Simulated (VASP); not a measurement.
# BAs (F-43m) in VASP: a series of runs

BAs is run at these levels: PBE, r2SCAN; tasks: single point.

Everything below comes from runs of VASP 6.6.1. Logs are shortened: lines on timing, memory, paths and dates and some standing lists are left out, and cuts for length are marked.

### 1 The cell of the first run

Symmetry: F-43m, No. 216, cubic system. Conventional cell: a = 4.975 Å, b = 4.975 Å, c = 4.975 Å, α = 90.00°, β = 90.00°, γ = 90.00°. B (site symmetry -43m) has 4 As at 2.15 Å within 2.9 Å. As (site symmetry -43m) has 4 B at 2.15 Å within 2.9 Å.

### 2 Single point, PBE (strain +4.0%)

The input, INCAR:

```
PREC = Accurate ; ENCUT = 520
EDIFF = 1E-6 ; ISMEAR = -1
SIGMA = 0.02 ; LREAL = False
LASPH = True ; NELM = 60
ALGO = Normal ; ISIF = 2
LWAVE = False ; LCHARG = False
GGA = PE ; NBANDS = 11
```

The input, KPOINTS:

```
regular mesh
0
Gamma
  10 10 10
```

The input, POSCAR:

```
BAs
1.0
    0.0000000000      2.4875423082      2.4875423082
    2.4875423082      0.0000000000      2.4875423082
    2.4875423082      2.4875423082      0.0000000000
B As
1 1
Direct
    0.0000000000      0.0000000000      0.0000000000
    0.2500000000      0.2500000000      0.2500000000
```

Potentials or basis: VASP PAW PBE potentials, release 64 (B, As).

Started as:

```
$ cat potpaw_PBE.64/B/POTCAR potpaw_PBE.64/As/POTCAR > POTCAR
$ mpirun -np 1 vasp_std > vasp.out
```

OUTCAR:

```text
PREC = Accurate
   ENCUT = 520
   EDIFF = 1E-6
   ISMEAR = -1
   LREAL = False
   LASPH = True
   NELM = 60
   ISIF = 2
   GGA = PE

 ion  position               nearest neighbor table
   1  0.000  0.000  0.000-   2 2.15   2 2.15   2 2.15   2 2.15
   2  0.250  0.250  0.250-   1 2.15   1 2.15   1 2.15   1 2.15

  LATTYP: Found a face centered cubic cell.
 ALAT       =     4.9750846164

  Lattice vectors:

 A1 = (   0.0000000000,   2.4875423082,   2.4875423082)
 A2 = (   2.4875423082,   0.0000000000,   2.4875423082)
 A3 = (   2.4875423082,   2.4875423082,   0.0000000000)

Analysis of symmetry for initial positions (statically):
=====================================================================
 Subroutine PRICEL returns:
 Original cell was already a primitive cell.

 Routine SETGRP: Setting up the symmetry group for a
 face centered cubic supercell.

 Subroutine GETGRP returns: Found 24 space group operations
 (whereof 24 operations were pure point group operations)
 out of a pool of 48 trial point group operations.

The static configuration has the point symmetry T_d .

Analysis of symmetry for dynamics (positions and initial velocities):
=====================================================================
 Subroutine PRICEL returns:
 Original cell was already a primitive cell.

 Routine SETGRP: Setting up the symmetry group for a
 face centered cubic supercell.

 Subroutine GETGRP returns: Found 24 space group operations
 (whereof 24 operations were pure point group operations)
 out of a pool of 48 trial point group operations.

The dynamic configuration has the point symmetry T_d .

 Subroutine INISYM returns: Found 24 space group operations
 (whereof 24 operations are pure point group operations),
 and found     1 'primitive' translations

----------------------------------------------------------------------------------------

                                     Primitive cell

  volume of cell :      30.7852

  direct lattice vectors                    reciprocal lattice vectors
     0.000000000  2.487542308  2.487542308    -0.201001606  0.201001606  0.201001606
     2.487542308  0.000000000  2.487542308     0.201001606 -0.201001606  0.201001606
     2.487542308  2.487542308  0.000000000     0.201001606  0.201001606 -0.201001606

  length of vectors
     3.517916069  3.517916069  3.517916069     0.348144995  0.348144995  0.348144995

  position of ions in fractional coordinates (direct lattice)
     0.000000000  0.000000000  0.000000000
     0.250000000  0.250000000  0.250000000

  ion indices of the primitive-cell ions
   primitive index   ion index
                 1           1
                 2           2

----------------------------------------------------------------------------------------

 KPOINTS: regular mesh

Automatic generation of k-mesh.
 Grid dimensions read from file:
 generate k-points for:   10   10   10

 Generating k-lattice:

  Cartesian coordinates                     Fractional coordinates (reciprocal lattice)
    -0.020100161  0.020100161  0.020100161     0.100000000  0.000000000  0.000000000
     0.020100161 -0.020100161  0.020100161     0.000000000  0.100000000  0.000000000
     0.020100161  0.020100161 -0.020100161     0.000000000  0.000000000  0.100000000

  Length of vectors
     0.034814499  0.034814499  0.034814499

  Shift w.r.t. Gamma in fractional coordinates (k-lattice)
     0.000000000  0.000000000  0.000000000

 Subroutine IBZKPT returns following result:
 ===========================================

 Found     47 irreducible k-points:

 Following reciprocal coordinates:
            Coordinates               Weight
  0.000000  0.000000  0.000000      1.000000
  0.100000  0.000000  0.000000      8.000000
  0.200000  0.000000  0.000000      8.000000
  0.300000  0.000000  0.000000      8.000000
  0.400000  0.000000  0.000000      8.000000
  0.500000  0.000000  0.000000      4.000000
[... 16 lines left out ...]
  0.300000  0.300000  0.000000      6.000000
  0.400000  0.300000  0.000000     24.000000
 [... further k-points ...]
   k-points           NKPTS =     47   k-points in BZ     NKDIM =     47   number of bands    NBANDS=     11
   number of dos      NEDOS =    301   number of ions     NIONS =      2
   total plane-waves  NPLWV =  21952
   dimension x,y,z NGX =    28 NGY =   28 NGZ =   28
   dimension x,y,z NGXF=    56 NGYF=   56 NGZF=   56
   ions per type =               1   1
   NGX,Y,Z   is equivalent  to a cutoff of  13.23, 13.23, 13.23 a.u.
   NGXF,Y,Z  is equivalent  to a cutoff of  26.46, 26.46, 26.46 a.u.
 SYSTEM =  unknown system
   PREC   = accura    normal or accurate (medium, high low for compatibility)
   ISTART =      0    job   : 0-new  1-cont  2-samecut
   ICHARG =      2    charge: 1-file 2-atom 10-const
   ISPIN  =      1    spin polarized calculation?
   LNONCOLLINEAR =      F non collinear calculations
   LSORBIT =      F    spin-orbit coupling
   LASPH  =      T    aspherical Exc in radial PAW
   ENCUT  =  520.0 eV  38.22 Ry    6.18 a.u.   6.54  6.54  6.54*2*pi/ulx,y,z
   NELM   =     60;   NELMIN=  2; NELMDL= -5     # of ELM steps
   EDIFF  = 0.1E-05   stopping-criterion for ELM
   LREAL  =      F    real-space projection
   EDIFFG = 0.1E-04   stopping-criterion for IOM
   NSW    =      0    number of steps for IOM
   IBRION =     -1    ionic relax: 0-MD 1-quasi-New 2-CG
   NFREE  =      0    steps in history (QN), initial steepest desc. (CG)
   ISIF   =      2    stress and relaxation
   ISYM   =      2    0-nonsym 1-usesym 2-fastsym
   POTIM  = 0.5000    time-step for ionic-motion
   TEBEG  =    0.0;   TEEND  =   0.0 temperature during run
   PSTRESS=    0.0 pullay stress
   NELECT =       8.0000    total number of electrons
   NUPDOWN=      -1.0000    fix difference up-down
   EMIN   =  10.00;   EMAX   =-10.00  energy-range for DOS
   EFERMI =   0.00;   METHOD = LEGACY
   ISMEAR =    -1;   SIGMA  =   0.02  broadening in eV -4-tet -1-fermi 0-gaus
   EFERMI_NEDOS =   21; number of points for ismear=-14 and -15
   IALGO  =     38    algorithm
   IMIX   =      4    mixing-type and parameters
     AMIX     =   0.40;   BMIX     =  1.00
     AMIX_MAG =   1.60;   BMIX_MAG =  1.00
  volume/ion in A,a.u.               =      15.39       103.87
  Fermi-wavevector in a.u.,A,eV,Ry     =   1.044699  1.974194 14.849333  1.091395
  Thomas-Fermi vector in A             =   2.179463
   LORBIT       =      0    0 simple, 1 ext, 2 COOP (PROOUT), +10 PAW based schemes
   GGA     = PE    functional components
   LHFCALC =     F    Hartree Fock is set to
   AEXX    =    0.0000 exact exchange contribution
   IVDW    =     0    specifies the selected vdW correction
   LEPSILON=     F    determine dielectric tensor
   LRPA    =     F    only Hartree local field effects (RPA)
 non-spin polarized calculation
  energy-cutoff  :      520.00
  volume of cell :       30.79
 maximum number of plane-waves:       869
 NGX is ok and might be reduce to    28
   NGX = 13   NGY = 13   NGZ = 13

 number of electron       8.0000001 magnetization

 Free energy of the ion-electron system (eV)
  ---------------------------------------------------
  ext. energy  EPLUGINS =         0.00000000
  ---------------------------------------------------
  free energy    TOTEN  =       -11.31294820 eV

  energy without entropy =      -11.31294820  energy(sigma->0) =      -11.31294820

 E-fermi :   5.2792     XC(G=0): -10.0634

 val. band max:        4.8486913949   @ k =   0.0000   0.0000   0.0000
 cond. band min:       6.1407728412   @ k =   0.4000   0.4000   0.0000
 fundamental gap:      1.2920814463
 Fermi energy:         5.2791817420

 k-point     1 :       0.0000    0.0000    0.0000
  band No.  band energies     occupation
      1      -9.4999      2.00000
      2       4.8487      2.00000
      3       4.8487      2.00000
      4       4.8487      2.00000
      5       7.9815      0.00000
      6       7.9815      0.00000
      7       7.9815      0.00000
      8       8.0478      0.00000
      9      13.8787      0.00000
     10      17.3240      0.00000
     11      17.3240      0.00000

 k-point     2 :       0.1000    0.0000    0.0000
  band No.  band energies     occupation
      1      -9.3538      2.00000
      2       3.5043      2.00000
      3       4.5881      2.00000
      4       4.5881      2.00000
      5       7.7786      0.00000
      6       8.3282      0.00000
      7       8.3282      0.00000
      8       9.2951      0.00000
      9      14.4451      0.00000
     10      16.3977      0.00000
     11      16.3977      0.00000

 k-point     3 :       0.2000    0.0000    0.0000
  band No.  band energies     occupation
      1      -8.9250      2.00000
      2       1.3308      2.00000
      3       4.0809      2.00000
      4       4.0809      2.00000
      5       7.4493      0.00000
      6       8.9795      0.00000
      7       8.9795      0.00000
      8      11.0748      0.00000
      9      15.4163      0.00000
     10      15.7362      0.00000
     11      15.7362      0.00000

 k-point     4 :       0.3000    0.0000    0.0000
  band No.  band energies     occupation
      1      -8.2540      2.00000
      2      -0.7324      2.00000
      3       3.6254      2.00000
      4       3.6254      2.00000
      5       7.1395      0.00000
      6       9.3990      0.00000
      7       9.3990      0.00000
      8      12.5672      0.00000
      9      15.5606      0.00000
     10      16.0773      0.00000
     11      16.0773      0.00000
[... 239 lines left out ...]
 k-point    22 :      -0.2000    0.2000    0.0000
  band No.  band energies     occupation
      1      -8.0218      2.00000
      2      -0.3255      2.00000
      3       1.2719      2.00000
      4       3.7004      2.00000
      5       8.2966      0.00000
      6       9.6516      0.00000
      7      10.3645      0.00000
      8      11.2841      0.00000
      9      14.5641      0.00000
     10      16.7135      0.00000
     11      17.8515      0.00000

 k-point    23 :       0.3000    0.3000    0.0000
  band No.  band energies     occupation
      1      -7.8087      2.00000
      2      -0.2063      2.00000
      3       2.0516      2.00000
      4       2.0516      2.00000
      5       6.3239      0.00000
      6       8.3880      0.00000
      7      12.5570      0.00000
      8      12.5570      0.00000
      9      14.8308      0.00000
     10      18.6104      0.00000
     11      19.3182      0.00000

 k-point    24 :       0.4000    0.3000    0.0000
  band No.  band energies     occupation
      1      -7.1825      2.00000
      2      -1.2966      2.00000
      3       1.3573      2.00000
      4       1.7855      2.00000
      5       6.6005      0.00000
      6       8.1668      0.00000
      7      12.8607      0.00000
      8      13.1375      0.00000
      9      15.8838      0.00000
     10      19.2016      0.00000
     11      19.9552      0.00000

 [... further k-points ...]
[... 5 lines left out ...]
  --------------------------------------------------------------------------------------
  -------------------------------------------------------------------------------------
  Total       -2.0085447     -2.0085447     -2.0085447      0.0000000     -0.0000000      0.0000000
  in kB     -104.5323372   -104.5323372   -104.5323372      0.0000000     -0.0000000      0.0000000
  external PRESSURE =    -104.5323372 kB  Pullay stress =       0.0000000 kB

 VOLUME and BASIS-vectors are now :
 -----------------------------------------------------------------------------
  energy-cutoff  :      520.00
  volume of cell :       30.79
      direct lattice vectors                 reciprocal lattice vectors
     0.000000000  2.487542308  2.487542308    -0.201001606  0.201001606  0.201001606
     2.487542308  0.000000000  2.487542308     0.201001606 -0.201001606  0.201001606
     2.487542308  2.487542308  0.000000000     0.201001606  0.201001606 -0.201001606

 POSITION                                       TOTAL-FORCE (eV/Angst)
 -----------------------------------------------------------------------------------
      0.00000      0.00000      0.00000         0.000000      0.000000      0.000000
      1.24377      1.24377      1.24377        -0.000000     -0.000000     -0.000000
 -----------------------------------------------------------------------------------
    total drift:                                0.000000      0.000000      0.000000

  FREE ENERGIE OF THE ION-ELECTRON SYSTEM (eV)
  ---------------------------------------------------
  free  energy   TOTEN  =       -11.3129482034 eV

  energy  without entropy=      -11.3129482034  energy(sigma->0) =      -11.31294820
```

Run time: 7.4 s. Hardware: 1 thread of Intel Xeon 6975P-C (Granite Rapids), shared host; peak memory 0.15 GiB.

Results:

* Free energy: -11.3129 eV
* Pressure: -10.5 GPa
* Band gap on the k mesh: 1.29 eV, indirect (least direct gap 3.13 eV)

Caveat: the cell differs from its parent crystal (strain +4.0%). A k mesh can miss the band edges.

(Continued in part 2 of 2.)
